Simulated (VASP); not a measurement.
# Au (Im-3m) in VASP: a series of runs

Runs on Au. Level: LDA. Tasks: single point.

Program: VASP 6.6.1. These are calculated values, not measurements. Logs are shortened: lines on timing, memory, paths and dates and some standing lists are left out, and cuts for length are marked.

**1. The cell of the first run**

It takes space group Im-3m (No. 229, cubic). Conventional cell: a = 2.635 Å, b = 2.635 Å, c = 2.635 Å, α = 90.00°, β = 90.00°, γ = 90.00°. Au (site symmetry m-3m) has 14 Au at 2.28 to 2.63 Å within 3.0 Å.

**2. Single point, LDA (volume scaled by 0.55)**

Contents of INCAR:

```
SYSTEM = Au
PREC = Accurate
ENCUT = 520
EDIFF = 1E-6
ISMEAR = -1
SIGMA = 0.1
LREAL = .False.
LASPH = .True.
NELM = 60
ALGO = Normal
ISIF = 2
LWAVE = .False.
LCHARG = .False.
NBANDS = 12
```

Contents of KPOINTS:

```
Automatic mesh
0
Gamma
  17 17 17
  0 0 0
```

Contents of POSCAR:

```
Au
1.0
   -1.3174109567      1.3174109567      1.3174109567
    1.3174109567     -1.3174109567      1.3174109567
    1.3174109567      1.3174109567     -1.3174109567
Au
1
Direct
    0.0000000000      0.0000000000      0.0000000000
```

Potentials or basis: VASP PAW LDA potentials, release 64 (Au).

The run is started by

```bash
$ cat potpaw_LDA.64/Au/POTCAR > POTCAR
$ mpirun -np 1 vasp_std > vasp.out
```

OUTCAR:

```text
SYSTEM = Au
   PREC = Accurate
   ENCUT = 520
   EDIFF = 1E-6
   ISMEAR = -1
   LREAL = .False.
   LASPH = .True.
   NELM = 60
   ISIF = 2

 ion  position               nearest neighbor table
   1  0.000  0.000  0.000-

  LATTYP: Found a body centered cubic cell.
 ALAT       =     2.6348219134

  Lattice vectors:

 A1 = (  -1.3174109567,   1.3174109567,   1.3174109567)
 A2 = (   1.3174109567,  -1.3174109567,   1.3174109567)
 A3 = (   1.3174109567,   1.3174109567,  -1.3174109567)

Analysis of symmetry for initial positions (statically):
=====================================================================
 Subroutine PRICEL returns:
 Original cell was already a primitive cell.

 Routine SETGRP: Setting up the symmetry group for a
 body centered cubic supercell.

 Subroutine GETGRP returns: Found 48 space group operations
 (whereof 48 operations were pure point group operations)
 out of a pool of 48 trial point group operations.

The static configuration has the point symmetry O_h .

Analysis of symmetry for dynamics (positions and initial velocities):
=====================================================================
 Subroutine PRICEL returns:
 Original cell was already a primitive cell.

 Routine SETGRP: Setting up the symmetry group for a
 body centered cubic supercell.

 Subroutine GETGRP returns: Found 48 space group operations
 (whereof 48 operations were pure point group operations)
 out of a pool of 48 trial point group operations.

The dynamic configuration has the point symmetry O_h .

 Subroutine INISYM returns: Found 48 space group operations
 (whereof 48 operations are pure point group operations),
 and found     1 'primitive' translations

----------------------------------------------------------------------------------------

                                     Primitive cell

  volume of cell :       9.1458

  direct lattice vectors                    reciprocal lattice vectors
    -1.317410957  1.317410957  1.317410957     0.000000000  0.379532292  0.379532292
     1.317410957 -1.317410957  1.317410957     0.379532292  0.000000000  0.379532292
     1.317410957  1.317410957 -1.317410957     0.379532292  0.379532292  0.000000000

  length of vectors
     2.281822711  2.281822711  2.281822711     0.536739715  0.536739715  0.536739715

  position of ions in fractional coordinates (direct lattice)
     0.000000000  0.000000000  0.000000000

  ion indices of the primitive-cell ions
   primitive index   ion index
                 1           1

----------------------------------------------------------------------------------------

 KPOINTS: Automatic mesh

Automatic generation of k-mesh.
 Grid dimensions read from file:
 generate k-points for:   17   17   17

 Generating k-lattice:

  Cartesian coordinates                     Fractional coordinates (reciprocal lattice)
     0.000000000  0.022325429  0.022325429     0.058823529  0.000000000  0.000000000
     0.022325429  0.000000000  0.022325429     0.000000000  0.058823529  0.000000000
     0.022325429  0.022325429  0.000000000     0.000000000  0.000000000  0.058823529

  Length of vectors
     0.031572924  0.031572924  0.031572924

  Shift w.r.t. Gamma in fractional coordinates (k-lattice)
     0.000000000  0.000000000  0.000000000

 Subroutine IBZKPT returns following result:
 ===========================================

 Found    165 irreducible k-points:

 Following reciprocal coordinates:
            Coordinates               Weight
  0.000000  0.000000  0.000000      1.000000
  0.058824  0.000000  0.000000     12.000000
  0.117647  0.000000  0.000000     12.000000
  0.176471  0.000000  0.000000     12.000000
  0.235294  0.000000  0.000000     12.000000
  0.294118  0.000000  0.000000     12.000000
[... 16 lines left out ...]
  0.411765  0.117647  0.000000     48.000000
  0.176471  0.176471  0.000000     24.000000
 [... further k-points ...]
   k-points           NKPTS =    165   k-points in BZ     NKDIM =    165   number of bands    NBANDS=     12
   number of dos      NEDOS =    301   number of ions     NIONS =      1
   total plane-waves  NPLWV =   5832
   dimension x,y,z NGX =    18 NGY =   18 NGZ =   18
   dimension x,y,z NGXF=    36 NGYF=   36 NGZF=   36
   ions per type =               1
   NGX,Y,Z   is equivalent  to a cutoff of  13.11, 13.11, 13.11 a.u.
   NGXF,Y,Z  is equivalent  to a cutoff of  26.23, 26.23, 26.23 a.u.
 SYSTEM =  Au
   PREC   = accura    normal or accurate (medium, high low for compatibility)
   ISTART =      0    job   : 0-new  1-cont  2-samecut
   ICHARG =      2    charge: 1-file 2-atom 10-const
   ISPIN  =      1    spin polarized calculation?
   LNONCOLLINEAR =      F non collinear calculations
   LSORBIT =      F    spin-orbit coupling
   LASPH  =      T    aspherical Exc in radial PAW
   ENCUT  =  520.0 eV  38.22 Ry    6.18 a.u.   4.24  4.24  4.24*2*pi/ulx,y,z
   NELM   =     60;   NELMIN=  2; NELMDL= -5     # of ELM steps
   EDIFF  = 0.1E-05   stopping-criterion for ELM
   LREAL  =      F    real-space projection
   EDIFFG = 0.1E-04   stopping-criterion for IOM
   NSW    =      0    number of steps for IOM
   IBRION =     -1    ionic relax: 0-MD 1-quasi-New 2-CG
   NFREE  =      0    steps in history (QN), initial steepest desc. (CG)
   ISIF   =      2    stress and relaxation
   ISYM   =      2    0-nonsym 1-usesym 2-fastsym
   POTIM  = 0.5000    time-step for ionic-motion
   TEBEG  =    0.0;   TEEND  =   0.0 temperature during run
   PSTRESS=    0.0 pullay stress
   NELECT =      11.0000    total number of electrons
   NUPDOWN=      -1.0000    fix difference up-down
   EMIN   =  10.00;   EMAX   =-10.00  energy-range for DOS
   EFERMI =   0.00;   METHOD = LEGACY
   ISMEAR =    -1;   SIGMA  =   0.10  broadening in eV -4-tet -1-fermi 0-gaus
   EFERMI_NEDOS =   21; number of points for ismear=-14 and -15
   IALGO  =     38    algorithm
   IMIX   =      4    mixing-type and parameters
     AMIX     =   0.40;   BMIX     =  1.00
     AMIX_MAG =   1.60;   BMIX_MAG =  1.00
  volume/ion in A,a.u.               =       9.15        61.72
  Fermi-wavevector in a.u.,A,eV,Ry     =   1.740996  3.290006 41.240175  3.031067
  Thomas-Fermi vector in A             =   2.813538
   LORBIT       =      0    0 simple, 1 ext, 2 COOP (PROOUT), +10 PAW based schemes
   GGA     = CA    functional components
   LHFCALC =     F    Hartree Fock is set to
   AEXX    =    0.0000 exact exchange contribution
   IVDW    =     0    specifies the selected vdW correction
   LEPSILON=     F    determine dielectric tensor
   LRPA    =     F    only Hartree local field effects (RPA)
 non-spin polarized calculation
  energy-cutoff  :      520.00
  volume of cell :        9.15
 maximum number of plane-waves:       254
 NGX is ok and might be reduce to    18
   NGX =  9   NGY =  9   NGZ =  9

 number of electron      11.0000002 magnetization

 Free energy of the ion-electron system (eV)
  ---------------------------------------------------
  ext. energy  EPLUGINS =         0.00000000
  ---------------------------------------------------
  free energy    TOTEN  =         2.96732741 eV

  energy without entropy =        2.97459000  energy(sigma->0) =        2.97095871

 E-fermi :  25.0565     XC(G=0): -16.8430

 val. band max:       24.8656267646   @ k =   0.2941   0.1176   0.0588
 cond. band min:      25.1213889310   @ k =  -0.4706  -0.4706   0.0588
 fundamental gap:      0.2557621663
 Fermi energy:        25.0565368837

 k-point     1 :       0.0000    0.0000    0.0000
  band No.  band energies     occupation
      1       5.7749      2.00000
      2      13.8271      2.00000
      3      13.8271      2.00000
      4      13.8271      2.00000
      5      18.7360      2.00000
      6      18.7360      2.00000
      7      38.1477      0.00000
      8      38.1477      0.00000
      9      38.1477      0.00000
     10      56.7112      0.00000
     11      56.7112      0.00000
     12      58.9458      0.00000

 k-point     2 :       0.0588    0.0000    0.0000
  band No.  band energies     occupation
      1       6.0212      2.00000
      2      13.6994      2.00000
      3      13.8198      2.00000
      4      14.0568      2.00000
      5      18.5362      2.00000
      6      18.7399      2.00000
      7      38.3403      0.00000
      8      38.5437      0.00000
      9      38.6869      0.00000
     10      54.5374      0.00000
     11      55.8224      0.00000
     12      58.9063      0.00000

 k-point     3 :       0.1176    0.0000    0.0000
  band No.  band energies     occupation
      1       6.7146      2.00000
      2      13.3473      2.00000
      3      13.7809      2.00000
      4      14.7355      2.00000
      5      18.1077      2.00000
      6      18.7610      2.00000
      7      38.8129      0.00000
      8      39.6981      0.00000
      9      40.0608      0.00000
     10      51.6046      0.00000
     11      53.8296      0.00000
     12      58.7163      0.00000
[... 286 lines left out ...]
 k-point    23 :       0.4118    0.1176    0.0000
  band No.  band energies     occupation
      1       8.8820      2.00000
      2      11.1086      2.00000
      3      17.3233      2.00000
      4      18.5080      2.00000
      5      20.8666      2.00000
      6      25.8916      0.00047
      7      33.3220      0.00000
      8      35.7494      0.00000
      9      42.3072      0.00000
     10      49.0850      0.00000
     11      53.8001      0.00000
     12      57.3637      0.00000

 k-point    24 :       0.1765    0.1765    0.0000
  band No.  band energies     occupation
      1       9.8502      2.00000
      2      12.3208      2.00000
      3      12.9138      2.00000
      4      17.3799      2.00000
      5      19.5661      2.00000
      6      20.5781      2.00000
      7      38.7772      0.00000
      8      40.7974      0.00000
      9      44.3689      0.00000
     10      46.7273      0.00000
     11      51.6207      0.00000
     12      58.1207      0.00000

 [... further k-points ...]
[... 5 lines left out ...]
  --------------------------------------------------------------------------------------
  -------------------------------------------------------------------------------------
  Total       33.1632821     33.1632821     33.1632821     -0.0000000     -0.0000000      0.0000000
  in kB     5809.5739396   5809.5739396   5809.5739396     -0.0000000     -0.0000000      0.0000000
  external PRESSURE =    5809.5739396 kB  Pullay stress =       0.0000000 kB

 VOLUME and BASIS-vectors are now :
 -----------------------------------------------------------------------------
  energy-cutoff  :      520.00
  volume of cell :        9.15
      direct lattice vectors                 reciprocal lattice vectors
    -1.317410957  1.317410957  1.317410957     0.000000000  0.379532292  0.379532292
     1.317410957 -1.317410957  1.317410957     0.379532292  0.000000000  0.379532292
     1.317410957  1.317410957 -1.317410957     0.379532292  0.379532292  0.000000000

 POSITION                                       TOTAL-FORCE (eV/Angst)
 -----------------------------------------------------------------------------------
      0.00000      0.00000      0.00000         0.000000      0.000000      0.000000
 -----------------------------------------------------------------------------------
    total drift:                               -0.000000      0.000000     -0.000000

  FREE ENERGIE OF THE ION-ELECTRON SYSTEM (eV)
  ---------------------------------------------------
  free  energy   TOTEN  =         2.9673274133 eV

  energy  without entropy=        2.9745900018  energy(sigma->0) =        2.97095871
```

It took 10 s on 1 thread of Intel Xeon Platinum 8488C (Sapphire Rapids), shared host; peak memory 0.13 GiB.

Results:

| Property | Result |
| --- | --- |
| Free energy | 2.9673 eV |
| Pressure | 581.0 GPa |

Caveat: spin-orbit coupling is left out, which moves the levels of the heavy elements.

**3. Single point, LDA (volume scaled by 0.65)**

INCAR, as its differences from that of step 2:

```diff
@@ -8,3 +8,3 @@
 LASPH = .True.
-NELM = 60
+NELM = 80
 ALGO = Normal
@@ -13,2 +13,3 @@
 LCHARG = .False.
+GGA = CA
 NBANDS = 12
```

Contents of KPOINTS:

```
regular mesh
0
Gamma
  17 17 17
  0 0 0
```

Contents of POSCAR:

```
Au
1.0
   -1.3928515339      1.3928515339      1.3928515339
    1.3928515339     -1.3928515339      1.3928515339
    1.3928515339      1.3928515339     -1.3928515339
Au
1
Direct
    0.0000000000      0.0000000000      0.0000000000
```

Potentials or basis: VASP PAW LDA potentials, release 64 (Au).

The run is started by

```bash
$ cat potpaw_LDA.64/Au/POTCAR > POTCAR
$ mpirun -np 1 vasp_std > vasp.out
```

Run time: 10 s. Hardware: 1 thread of Intel Xeon Platinum 8488C (Sapphire Rapids), shared host; peak memory 0.13 GiB.

Results (log left out):

| Quantity | Value |
| --- | --- |
| Free energy | -1.2598 eV |
| Pressure | 272.1 GPa |

Levels at points of the mesh, in eV from the Fermi level:
```tsv
k point	band 2	band 3	band 4	band 5	band 6	band 7	band 8	band 9	band 10	band 11
(0.00, 0.00, 0.00)	-8.85	-8.85	-8.85	-4.94	-4.94	14.81	14.81	14.81	29.99	29.99
```

Caveat: spin-orbit coupling is left out, which moves the levels of the heavy elements.
